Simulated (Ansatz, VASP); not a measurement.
Two plane-wave programs on CdI2

Contents of INCAR:

```
PREC = Accurate ; ENCUT = 500
EDIFF = 1E-6 ; ISMEAR = 0
SIGMA = 0.1 ; LREAL = False
LASPH = True ; NELM = 200
ALGO = Normal ; ISIF = 2
LWAVE = False ; LCHARG = False
LDAU = True ; LDAUTYPE = 1
LDAUL = 2 -1 ; LDAUU = 3.8 0
LDAUJ = 0.62 0 ; LDAUPRINT = 1
GGA = PE ; NBANDS = 20
GGA_COMPAT = False
```

The input KPOINTS:

```
Automatic mesh
0
Gamma
  6 6 2
```

POSCAR

```
CdI2
1.0
    4.2910112908      0.0000000000      0.0000000000
   -2.1455056454      3.7161247857      0.0000000000
    0.0000000000      0.0000000000      7.3035834400
Cd I
1 2
Direct
    0.0000000000      0.0000000000      0.0000000000
    0.3333333333      0.6666666667      0.2357908500
    0.6666666667      0.3333333333      0.7642091500
```

Input for Ansatz:

```yaml
crystal:
  lattice:
    - [4.2910112908, 0.0, 0.0]
    - [-2.1455056454, 3.7161247857, 0.0]
    - [0.0, 0.0, 7.30358344]
  atoms:
    - { symbol: Cd, position: [0.0, 0.0, 0.0] }
    - { symbol: I, position: [0.3333333333, 0.6666666667, 0.23579085] }
    - { symbol: I, position: [0.6666666667, 0.3333333333, 0.76420915] }
basis:
  ecutwfc: 420
kpoints:
  mp_grid: { grid: [6, 6, 2] }
hamiltonian:
  xc: pbe
  hubbard: { sites: [{ species: Cd, l: d, u: 3.8, j: 0.62 }] }
scf:
  occupations: { method: gaussian, width: 0.1 }
  convergence: { dr2_threshold: "1e-7 eV" }
output:
  forces: true
  stress: false
  eigenvalues: true
```

Alike in both runs: task single point; functional PBE; k mesh 6 × 6 × 2; occupations gaussian, width 0.1 eV; no spin polarisation; Hubbard terms Cd d U = 3.8 eV, J = 0.62 eV.

|  | VASP | Ansatz |
| --- | --- | --- |
| version | VASP 6.6.1 | Ansatz 0.2.0 |
| potentials or method | VASP PAW PBE potentials, release 64 (Cd, I), cutoff 500 eV | scalar-relativistic, plane waves, PAW |
| valence electrons in the cell | 26 | 54 |

Ansatz gave:

```
gap on the k mesh at the Fermi level (eV) : 2.43
least direct gap on the mesh (eV)         : 2.58
rms of the force components (eV/Å)        : 0.023
```

Problem. What did VASP give for the same quantities?

Solution. gap on the k mesh at the Fermi level (eV): 2.48; least direct gap on the mesh (eV): 2.63; rms of the force components (eV/Å): 0.013.

The programs project onto different local orbitals, so the same U acts differently, and such runs can settle in different states. Atom by atom the forces differ by 0.010 eV/Å (rms over components). VASP's potentials hold 26 valence electrons a cell and Ansatz's 54, so a difference there can come from the potentials and not from the codes.

The k mesh is coarse, so the values compare programs but aren't converged. Neither program's run includes spin-orbit coupling.
